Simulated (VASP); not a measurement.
Set up this calculation in VASP 6.6.1, as the native input.

* Task: relaxation of cell and atoms
* Functional: r2SCAN
* Potentials or basis: VASP PAW PBE potentials, release 64 (Mo_sv)
* Cutoff: 600 eV
* k mesh: 9 × 9 × 2
* Occupations: gaussian, width 0.1 eV
* Spin: no spin polarisation
* Dipole correction: no
* Further INCAR settings: ALGO = Normal; EDIFF = 1e-06; IBRION = 2; EDIFFG = -0.04; NSW = 90; ISIF = 3

The system is Mo.

```
CELL_PARAMETERS angstrom
2.85889 0.00000 0.00000
-1.42944 2.47587 0.00000
0.00000 0.00000 9.17695
ATOMIC_POSITIONS crystal
Mo 0.33333 0.66667 0.38172
Mo 0.66667 0.33333 0.88172
Mo 0.66667 0.33333 0.61828
Mo 0.33333 0.66667 0.11828
```

These files were run (other wordings do the same):

POSCAR

```
Mo
1.0
    2.8588893447      0.0000000000      0.0000000000
   -1.4294446723      2.4758707991      0.0000000000
    0.0000000000      0.0000000000      9.1769516123
Mo
4
Direct
    0.3333333333      0.6666666667      0.3817226752
    0.6666666667      0.3333333333      0.8817226752
    0.6666666667      0.3333333333      0.6182773248
    0.3333333333      0.6666666667      0.1182773248
```

INCAR.step1

```
ALGO     = Normal         # electronic algorithm
EDIFF    = 1E-4           # SCF threshold, eV
ENCUT    = 600            # plane-wave cutoff, eV
GGA      = PE             # functional
ISMEAR   = 0              # smearing method
LASPH    = T              # aspherical terms in the spheres
LCHARG   = F              # write CHGCAR
LREAL    = F              # projectors in reciprocal space
LWAVE    = T              # write WAVECAR
NELM     = 60             # most SCF steps
PREC     = Accurate       # precision mode
SIGMA    = 0.1            # smearing width, eV
```

INCAR.step2

```
ALGO     = Normal         # electronic algorithm
EDIFF    = 1E-6           # SCF threshold, eV
EDIFFG   = -0.04          # ionic threshold
ENCUT    = 600            # plane-wave cutoff, eV
IBRION   = 2              # ionic algorithm
ISIF     = 3              # what is computed and relaxed
ISMEAR   = 0              # smearing method
ISTART   = 1            
LASPH    = T              # aspherical terms in the spheres
LCHARG   = F              # write CHGCAR
LMIXTAU  = T            
LREAL    = F              # projectors in reciprocal space
LWAVE    = F              # write WAVECAR
METAGGA  = R2SCAN         # meta-GGA
NELM     = 60             # most SCF steps
NSW      = 90             # ionic steps
PREC     = Accurate       # precision mode
SIGMA    = 0.1            # smearing width, eV
```

KPOINTS

```
k-points
0
Gamma
  9 9 2
```

Potentials or basis: VASP PAW PBE potentials, release 64 (Mo_sv).

Run with:

```sh
$ cat potpaw_PBE.64/Mo_sv/POTCAR > POTCAR
$ cp INCAR.step1 INCAR
$ mpirun -np 1 vasp_std > vasp.out
$ cp INCAR.step2 INCAR
$ mpirun -np 1 vasp_std > vasp.out
```

Results of the run:

```yaml
Relaxed_volume: 16.44 Å³/atom
Relaxed_cell: a = 2.728 Å, b = 2.728 Å, c = 10.200 Å, α = 90.00°, β = 90.00°, γ = 120.00°
Space_group_after_relaxing_to_0.05_Å: P6_3/mmc (No. 194)
Energy_gained_by_relaxing: 54.5 meV/atom
Ionic_steps: 22
Pressure_after_relaxing: 0.2 GPa
Largest_force_after_relaxing: 0.004 eV/Å
Band_gap_on_the_k_mesh: zero (band 28 reaches 12.94 eV, above the bottom of band 29 at 11.15 eV)
```

Caveat: the PAW data sets were made with another functional, which shifts forces and pressure a little.

Run time: 29 min on 1 thread of Intel(R) Xeon(R) 6975P-C (Granite Rapids) (shared host), peak memory 0.24 GiB.
